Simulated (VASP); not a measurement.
Runs of VASP 6.6.1 on AlH8. The structure is that of space group P-6m2 (No. 187), or close to it. The cells are those of the table. 

| task | cell | k mesh | cutoff (eV) | gap on the mesh (eV) | pressure (GPa) | relaxed volume (Å³/atom) | largest force (eV/Å) |
| --- | --- | --- | --- | --- | --- | --- | --- |
| single point | a = 6.367, b = 6.367, c = 5.818 Å, angles 90.0, 90.0, 120.0°, 9 atoms | 9 × 9 × 6 | 520 | none | -0.1 | - | 0.01 |
| relaxation of cell and atoms | relaxed from a = 6.367, b = 6.367, c = 5.818 Å, angles 90.0, 90.0, 120.0°, 9 atoms | 9 × 9 × 6 | 600 | none | 0.0 | (a) | - |
| relaxation of cell and atoms | relaxed from a = 5.919, b = 5.919, c = 5.426 Å, angles 90.0, 90.0, 120.0°, 9 atoms | 9 × 9 × 8 | 600 | none | 0.0 | 20.01 | 0.01 |
| single point | a = 6.367, b = 6.367, c = 5.818 Å, angles 90.0, 90.0, 120.0°, 9 atoms | 9 × 9 × 8 | 520 | none | -0.1 | - | 0.01 |

Alike in all rows: level PBE; potentials or basis VASP PAW PBE potentials, release 64 (Al, H); no spin polarisation; smearing gaussian 0.1 eV.

Estimate the missing entries.

(a) 22.70.

A gap of «none» marks levels without a gap at the run's occupations.
